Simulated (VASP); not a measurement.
# Cs (Pm-3m) in VASP: further runs

The runs below take Cs through single point, relaxation of cell and atoms, with r2SCAN.

Program: VASP 6.6.1. These are calculated values, not measurements. Logs are shortened: lines on timing, memory, paths and dates and some standing lists are left out, and cuts for length are marked.

## 1. The cell of the first run

It takes space group Pm-3m (No. 221, cubic). Conventional cell: a = 5.026 Å, b = 5.026 Å, c = 5.026 Å, α = 90.00°, β = 90.00°, γ = 90.00°.

This isn't the form of Cs at room conditions, which is bcc.

## 2. Single point, r2SCAN

POSCAR

```
Cs
1.0
    5.0255531860      0.0000000000      0.0000000000
    0.0000000000      5.0255531860      0.0000000000
    0.0000000000      0.0000000000      5.0255531860
Cs
1
Direct
    0.0000000000      0.0000000000      0.0000000000
```

INCAR.step1

```
ALGO = Normal ; EDIFF = 1E-4
ENCUT = 520 ; GGA = PE
ISMEAR = -1 ; LASPH = T
LCHARG = F ; LREAL = F
LWAVE = T ; NBANDS = 10
NELM = 100 ; PREC = Accurate
SIGMA = 0.1
```

INCAR.step2

```
ALGO = Normal ; EDIFF = 1E-6
ENCUT = 520 ; ISIF = 2
ISMEAR = -1 ; ISTART = 1
LASPH = T ; LCHARG = F
LMIXTAU = T ; LREAL = F
LWAVE = F ; METAGGA = R2SCAN
NBANDS = 10 ; NELM = 100
PREC = Accurate ; SIGMA = 0.1
```

KPOINTS

```
k-points
0
Gamma
  7 7 7
```

Potentials or basis: VASP PAW PBE potentials, release 64 (Cs_sv).

Command:

```bash
$ cat potpaw_PBE.64/Cs_sv/POTCAR > POTCAR
$ cp INCAR.step1 INCAR
$ mpirun -np 1 vasp_std > vasp.out
$ cp INCAR.step2 INCAR
$ mpirun -np 1 vasp_std > vasp.out
```

OUTCAR:

```text
EDIFF = 1E-6
   ENCUT = 520
   ISIF = 2
   ISMEAR = -1
   ISTART = 1
   LASPH = T
   LREAL = F
   METAGGA = R2SCAN
   NELM = 100
   PREC = Accurate

 ion  position               nearest neighbor table
   1  0.000  0.000  0.000-

  LATTYP: Found a simple cubic cell.
 ALAT       =     5.0255531860

  Lattice vectors:

 A1 = (   5.0255531860,   0.0000000000,   0.0000000000)
 A2 = (   0.0000000000,   5.0255531860,   0.0000000000)
 A3 = (   0.0000000000,   0.0000000000,   5.0255531860)

Analysis of symmetry for initial positions (statically):
=====================================================================
 Subroutine PRICEL returns:
 Original cell was already a primitive cell.

 Routine SETGRP: Setting up the symmetry group for a
 simple cubic supercell.

 Subroutine GETGRP returns: Found 48 space group operations
 (whereof 48 operations were pure point group operations)
 out of a pool of 48 trial point group operations.

The static configuration has the point symmetry O_h .

Analysis of symmetry for dynamics (positions and initial velocities):
=====================================================================
 Subroutine PRICEL returns:
 Original cell was already a primitive cell.

 Routine SETGRP: Setting up the symmetry group for a
 simple cubic supercell.

 Subroutine GETGRP returns: Found 48 space group operations
 (whereof 48 operations were pure point group operations)
 out of a pool of 48 trial point group operations.

The dynamic configuration has the point symmetry O_h .

 Subroutine INISYM returns: Found 48 space group operations
 (whereof 48 operations are pure point group operations),
 and found     1 'primitive' translations

----------------------------------------------------------------------------------------

                                     Primitive cell

  volume of cell :     126.9263

  direct lattice vectors                    reciprocal lattice vectors
     5.025553186  0.000000000  0.000000000     0.198983070  0.000000000  0.000000000
     0.000000000  5.025553186  0.000000000     0.000000000  0.198983070  0.000000000
     0.000000000  0.000000000  5.025553186     0.000000000  0.000000000  0.198983070

  length of vectors
     5.025553186  5.025553186  5.025553186     0.198983070  0.198983070  0.198983070

  position of ions in fractional coordinates (direct lattice)
     0.000000000  0.000000000  0.000000000

  ion indices of the primitive-cell ions
   primitive index   ion index
                 1           1

----------------------------------------------------------------------------------------

 KPOINTS: k-points

Automatic generation of k-mesh.
 Grid dimensions read from file:
 generate k-points for:    7    7    7

 Generating k-lattice:

  Cartesian coordinates                     Fractional coordinates (reciprocal lattice)
     0.028426153  0.000000000  0.000000000     0.142857143  0.000000000  0.000000000
     0.000000000  0.028426153  0.000000000     0.000000000  0.142857143  0.000000000
     0.000000000  0.000000000  0.028426153     0.000000000  0.000000000  0.142857143

  Length of vectors
     0.028426153  0.028426153  0.028426153

  Shift w.r.t. Gamma in fractional coordinates (k-lattice)
     0.000000000  0.000000000  0.000000000

 Subroutine IBZKPT returns following result:
 ===========================================

 Found     20 irreducible k-points:

 Following reciprocal coordinates:
            Coordinates               Weight
  0.000000  0.000000  0.000000      1.000000
  0.142857  0.000000  0.000000      6.000000
  0.285714  0.000000  0.000000      6.000000
  0.428571  0.000000  0.000000      6.000000
  0.142857  0.142857  0.000000     12.000000
  0.285714  0.142857  0.000000     24.000000
[... 12 lines left out ...]
  0.428571  0.428571  0.285714     24.000000
  0.428571  0.428571  0.428571      8.000000
   k-points           NKPTS =     20   k-points in BZ     NKDIM =     20   number of bands    NBANDS=     10
   number of dos      NEDOS =    301   number of ions     NIONS =      1
   total plane-waves  NPLWV =  64000
   dimension x,y,z NGX =    40 NGY =   40 NGZ =   40
   dimension x,y,z NGXF=    80 NGYF=   80 NGZF=   80
   ions per type =               1
   NGX,Y,Z   is equivalent  to a cutoff of  13.23, 13.23, 13.23 a.u.
   NGXF,Y,Z  is equivalent  to a cutoff of  26.46, 26.46, 26.46 a.u.
 SYSTEM =  unknown system
   PREC   = accura    normal or accurate (medium, high low for compatibility)
   ISTART =      1    job   : 0-new  1-cont  2-samecut
   ICHARG =      0    charge: 1-file 2-atom 10-const
   ISPIN  =      1    spin polarized calculation?
   LNONCOLLINEAR =      F non collinear calculations
   LSORBIT =      F    spin-orbit coupling
   LASPH  =      T    aspherical Exc in radial PAW
   ENCUT  =  520.0 eV  38.22 Ry    6.18 a.u.   9.34  9.34  9.34*2*pi/ulx,y,z
   NELM   =    100;   NELMIN=  2; NELMDL=  0     # of ELM steps
   EDIFF  = 0.1E-05   stopping-criterion for ELM
   LREAL  =      F    real-space projection
   EDIFFG = 0.1E-04   stopping-criterion for IOM
   NSW    =      0    number of steps for IOM
   IBRION =     -1    ionic relax: 0-MD 1-quasi-New 2-CG
   NFREE  =      0    steps in history (QN), initial steepest desc. (CG)
   ISIF   =      2    stress and relaxation
   ISYM   =      2    0-nonsym 1-usesym 2-fastsym
   POTIM  = 0.5000    time-step for ionic-motion
   TEBEG  =    0.0;   TEEND  =   0.0 temperature during run
   PSTRESS=    0.0 pullay stress
   NELECT =       9.0000    total number of electrons
   NUPDOWN=      -1.0000    fix difference up-down
   EMIN   =  10.00;   EMAX   =-10.00  energy-range for DOS
   EFERMI =   0.00;   METHOD = LEGACY
   ISMEAR =    -1;   SIGMA  =   0.10  broadening in eV -4-tet -1-fermi 0-gaus
   EFERMI_NEDOS =   21; number of points for ismear=-14 and -15
   IALGO  =     38    algorithm
   IMIX   =      4    mixing-type and parameters
     AMIX     =   0.40;   BMIX     =  1.00
     AMIX_MAG =   1.60;   BMIX_MAG =  1.00
  volume/ion in A,a.u.               =     126.93       856.54
  Fermi-wavevector in a.u.,A,eV,Ry     =   0.677597  1.280474  6.246957  0.459138
  Thomas-Fermi vector in A             =   1.755253
   LORBIT       =      0    0 simple, 1 ext, 2 COOP (PROOUT), +10 PAW based schemes
   METAGGA = R2SCAN    functional components
   LHFCALC =     F    Hartree Fock is set to
   AEXX    =    0.0000 exact exchange contribution
   IVDW    =     0    specifies the selected vdW correction
   LEPSILON=     F    determine dielectric tensor
   LRPA    =     F    only Hartree local field effects (RPA)
 non-spin polarized calculation
  energy-cutoff  :      520.00
  volume of cell :      126.93
 maximum number of plane-waves:      3447
 NGX is ok and might be reduce to    40
   NGX = 19   NGY = 19   NGZ = 19

 number of electron       8.9999999 magnetization

 Free energy of the ion-electron system (eV)
  ---------------------------------------------------
  ext. energy  EPLUGINS =         0.00000000
  ---------------------------------------------------
  free energy    TOTEN  =       -24.94522967 eV

  energy without entropy =      -24.90303667  energy(sigma->0) =      -24.92413317

 E-fermi :   0.3250     XC(G=0):  -5.3737

 val. band max:        0.2788470794   @ k =   0.4286   0.1429   0.1429
 cond. band min:       0.3600623439   @ k =   0.2857   0.2857   0.2857
 fundamental gap:      0.0812152646
 Fermi energy:         0.3250069365

 k-point     1 :       0.0000    0.0000    0.0000
  band No.  band energies     occupation
      1     -24.7091      2.00000
      2     -11.0662      2.00000
      3     -11.0662      2.00000
      4     -11.0662      2.00000
      5      -1.3370      2.00000
      6       1.8760      0.00000
      7       1.8760      0.00000
      8       4.8885      0.00000
      9       4.8885      0.00000
     10       4.8885      0.00000

 k-point     2 :       0.1429    0.0000    0.0000
  band No.  band energies     occupation
      1     -24.7079      2.00000
      2     -11.0962      2.00000
      3     -11.0636      2.00000
      4     -11.0636      2.00000
      5      -1.1664      2.00000
      6       1.8933      0.00000
      7       1.9492      0.00000
      8       4.3789      0.00000
      9       4.3789      0.00000
     10       4.9193      0.00000

 k-point     3 :       0.2857    0.0000    0.0000
  band No.  band energies     occupation
      1     -24.7051      2.00000
      2     -11.1623      2.00000
      3     -11.0579      2.00000
      4     -11.0579      2.00000
      5      -0.6896      1.99992
      6       1.6325      0.00000
      7       2.1358      0.00000
      8       3.8090      0.00000
      9       3.8090      0.00000
     10       4.6888      0.00000

 k-point     4 :       0.4286    0.0000    0.0000
  band No.  band energies     occupation
      1     -24.7029      2.00000
      2     -11.2140      2.00000
      3     -11.0532      2.00000
      4     -11.0532      2.00000
      5       0.0030      1.92314
      6       0.9064      0.00595
      7       2.3175      0.00000
      8       3.4972      0.00000
      9       3.4972      0.00000
     10       5.0356      0.00000

 k-point     5 :       0.1429    0.1429    0.0000
  band No.  band energies     occupation
      1     -24.7067      2.00000
      2     -11.0948      2.00000
      3     -11.0919      2.00000
      4     -11.0611      2.00000
      5      -0.9994      2.00000
      6       1.9749      0.00000
      7       1.9792      0.00000
      8       3.7759      0.00000
      9       4.2911      0.00000
     10       4.6334      0.00000

 k-point     6 :       0.2857    0.1429    0.0000
  band No.  band energies     occupation
      1     -24.7039      2.00000
      2     -11.1589      2.00000
      3     -11.0869      2.00000
      4     -11.0554      2.00000
      5      -0.5340      1.99963
      6       1.7155      0.00000
      7       2.1838      0.00000
      8       3.3425      0.00000
      9       3.8537      0.00000
     10       4.6213      0.00000
[... 131 lines left out ...]
 k-point    17 :       0.2857    0.2857    0.2857
  band No.  band energies     occupation
      1     -24.6973      2.00000
      2     -11.1442      2.00000
      3     -11.1383      2.00000
      4     -11.1383      2.00000
      5       0.3601      0.82650
      6       2.1231      0.00000
      7       2.1231      0.00000
      8       2.8659      0.00000
      9       3.4001      0.00000
     10       3.4001      0.00000

 k-point    18 :       0.4286    0.2857    0.2857
  band No.  band energies     occupation
      1     -24.6951      2.00000
      2     -11.1891      2.00000
      3     -11.1361      2.00000
      4     -11.1324      2.00000
      5       0.7832      0.02027
      6       1.6694      0.00000
      7       2.0272      0.00000
      8       3.1884      0.00000
      9       3.2551      0.00000
     10       3.9345      0.00000

 k-point    19 :       0.4286    0.4286    0.2857
  band No.  band energies     occupation
      1     -24.6929      2.00000
      2     -11.1827      2.00000
      3     -11.1819      2.00000
      4     -11.1284      2.00000
      5       1.0036      0.00226
      6       1.7625      0.00000
      7       1.8257      0.00000
      8       3.0065      0.00000
      9       3.9845      0.00000
     10       4.1078      0.00000

 k-point    20 :       0.4286    0.4286    0.4286
  band No.  band energies     occupation
      1     -24.6908      2.00000
      2     -11.1765      2.00000
      3     -11.1754      2.00000
      4     -11.1754      2.00000
      5       1.3130      0.00010
      6       1.5926      0.00001
      7       1.5926      0.00001
      8       3.7278      0.00000
      9       4.0363      0.00000
     10       4.2071      0.00000

------------------------ aborting loop because EDIFF is reached ----------------------------------------

  FORCE on cell =-STRESS in cart. coord.  units (eV):
  Direction    XX          YY          ZZ          XY          YZ          ZX
  --------------------------------------------------------------------------------------
  -------------------------------------------------------------------------------------
  Total        0.0026201      0.0026201      0.0026201      0.0000000      0.0000000     -0.0000000
  in kB        0.0330734      0.0330734      0.0330734      0.0000000      0.0000000     -0.0000000
  external PRESSURE =       0.0330734 kB  Pullay stress =       0.0000000 kB

 VOLUME and BASIS-vectors are now :
 -----------------------------------------------------------------------------
  energy-cutoff  :      520.00
  volume of cell :      126.93
      direct lattice vectors                 reciprocal lattice vectors
     5.025553186  0.000000000  0.000000000     0.198983070  0.000000000  0.000000000
     0.000000000  5.025553186  0.000000000     0.000000000  0.198983070  0.000000000
     0.000000000  0.000000000  5.025553186     0.000000000  0.000000000  0.198983070

 POSITION                                       TOTAL-FORCE (eV/Angst)
 -----------------------------------------------------------------------------------
      0.00000      0.00000      0.00000         0.000000      0.000000      0.000000
 -----------------------------------------------------------------------------------
    total drift:                                0.000000     -0.000000     -0.000000

  FREE ENERGIE OF THE ION-ELECTRON SYSTEM (eV)
  ---------------------------------------------------
  free  energy   TOTEN  =       -24.9452296723 eV

  energy  without entropy=      -24.9030366691  energy(sigma->0) =      -24.92413317
```

Run time: 100 s. Hardware: 1 thread of Intel Xeon Platinum 8488C (Sapphire Rapids), shared host; peak memory 0.26 GiB.

What came out:

| Property | Result |
| --- | --- |
| Free energy | -24.9452 eV |
| Pressure | 0.0 GPa |
| Band gap on the k mesh | zero (an odd number of electrons rules out a gap without spin polarisation) |

Caveat: the PAW data sets were made with another functional, which shifts forces and pressure a little; spin-orbit coupling is left out, which moves the levels of the heavy elements.

[end of part 1 of 2]

The gap in the log of VASP goes by the Fermi energy; the results here count the filled bands.